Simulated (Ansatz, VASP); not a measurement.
## Pd: VASP beside Ansatz

File POSCAR:

```
Pd
1.0
    0.0000000000      1.9067643606      1.9067643606
    1.9067643606      0.0000000000      1.9067643606
    1.9067643606      1.9067643606      0.0000000000
Pd
1
Direct
    0.0000000000      0.0000000000      0.0000000000
```

Contents of INCAR.step1:

```
ALGO = Normal ; EDIFF = 1E-5
ENCUT = 590 ; GGA = PE
GGA_COMPAT = F ; ISMEAR = -1
LASPH = T ; LCHARG = F
LREAL = F ; LWAVE = T
NBANDS = 15 ; NELM = 120
PREC = Accurate ; SIGMA = 0.05
```

INCAR.step2

```
ALGO = Normal ; BPARAM = 11.95
CPARAM = 0.0093 ; EDIFF = 1E-6
ENCUT = 590 ; GGA_COMPAT = F
ISIF = 2 ; ISMEAR = -1
ISTART = 1 ; IVDW_NL = 2
LASPH = T ; LCHARG = F
LMIXTAU = T ; LREAL = F
LUSE_VDW = T ; LWAVE = F
METAGGA = R2SCAN ; NBANDS = 15
NELM = 120 ; PREC = Accurate
SIGMA = 0.05
```

File KPOINTS:

```
k-points
0
Gamma
  12 12 12
```

The input input.yaml:

```yaml
crystal:
  lattice:
    - [0.0, 1.9067643606, 1.9067643606]
    - [1.9067643606, 0.0, 1.9067643606]
    - [1.9067643606, 1.9067643606, 0.0]
  atoms:
    - { symbol: Pd, position: [0.0, 0.0, 0.0] }
hamiltonian:
  xc: r2scan
  pseudopotentials: { kind: paw }
  dispersion: rvv10
kpoints:
  mp_grid: { grid: [12, 12, 12] }
scf:
  occupations: { method: fermi_dirac, width: 0.05 }
output:
  forces: true
  stress: true
  eigenvalues: true
```

Alike in both runs: task single point; functional r2SCAN; dispersion rVV10; k mesh 12 × 12 × 12; occupations fermi-dirac, width 0.05 eV; no spin polarisation.

|  | VASP | Ansatz |
| --- | --- | --- |
| version | VASP 6.6.1 | Ansatz 0.2.0 |
| potentials or method | VASP PAW PBE potentials, release 64 (Pd_sv_GW) | Ansatz PAW |
| plane-wave cutoff (eV) | 590 | 500 |
| valence electrons in the cell | 18 | 18 |

Ansatz gave:

| Quantity | Value |
| --- | --- |
| gap on the k mesh at the Fermi level (eV) | none |
| pressure (GPa) | 13.6 |

Q: What did VASP give for the same quantities?

A: gap on the k mesh at the Fermi level (eV): none; pressure (GPa): 12.4.

VASP's potentials were made for PBE, not for r2SCAN. A gap of «none» marks a metal or a gap that the smearing closes.
